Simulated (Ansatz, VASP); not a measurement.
Cd: VASP beside Ansatz

File INCAR:

```
SYSTEM = Cd
  PREC = Accurate
  ENCUT = 520
  EDIFF = 1E-7
  ISMEAR = -1
  SIGMA = 1.0
  LREAL = .FALSE.
  LASPH = .TRUE.
  NELM = 80
  ALGO = Normal
  ISIF = 2
  LWAVE = .FALSE.
  LCHARG = .FALSE.
  GGA = CA
  NBANDS = 19
```

The input KPOINTS:

```
Automatic mesh
0
G
  13 13 6
  0 0 0
```

Contents of POSCAR:

```
Cd
1.0
    2.8818641727      0.0000000000      0.0000000000
   -1.4409320863      2.4957675838      0.0000000000
    0.0000000000      0.0000000000      5.6383707528
Cd
2
Direct
    0.3333333333      0.6666666667      0.2500000000
    0.6666666667      0.3333333333      0.7500000000
```

Input for Ansatz:

```yaml
crystal:
  lattice:
    - [2.8818641727, 0.0, 0.0]
    - [-1.4409320863, 2.4957675838, 0.0]
    - [0.0, 0.0, 5.6383707528]
  atoms:
    - { symbol: Cd, position: [0.3333333333, 0.6666666667, 0.25] }
    - { symbol: Cd, position: [0.6666666667, 0.3333333333, 0.75] }
hamiltonian:
  xc: lda
  pseudopotentials:
    kind: paw
    azcp:
      Cd: "pseudopotentials/Cd.paw.azcp"
basis:
  ecutwfc: 420
  fft_grid_basis: typed
kpoints:
  mp_grid: { grid: [13, 13, 6], shift: [0, 0, 0] }
magnetization:
  spin_polarized: false
scf:
  occupations: { method: fermi_dirac, width: 1.0 }
  lower_state_search: "off"
output:
  stress: true
```

Alike in both runs: task single point; functional LDA; k mesh 13 × 13 × 6; occupations fermi-dirac, width 1 eV; no spin polarisation.

|  | VASP | Ansatz |
| --- | --- | --- |
| version | VASP 6.6.1 | Ansatz 0.2.0 |
| potentials or method | VASP PAW LDA potentials, release 64 (Cd), cutoff 520 eV | plane waves (420 eV) with PAW, scalar-relativistic |
| valence electrons in the cell | 24 | 40 |

VASP gave:

| Property | Result |
| --- | --- |
| pressure (GPa) | 5.1 |
| traceless stress, the component that is largest in VASP (GPa) | -3.32 |

**Question.** Which values does Ansatz return?

**Answer.** Pressure (GPa): 4.4; traceless stress, the component that is largest in VASP (GPa): -2.97.

Ansatz warns that its potentials were made for another functional, while VASP's fit it. LDA's correlation is that of Perdew and Zunger in VASP and of Perdew and Wang (1992) in Ansatz. VASP's potentials hold 24 valence electrons a cell and Ansatz's 40, so a difference there can come from the potentials and not from the codes.
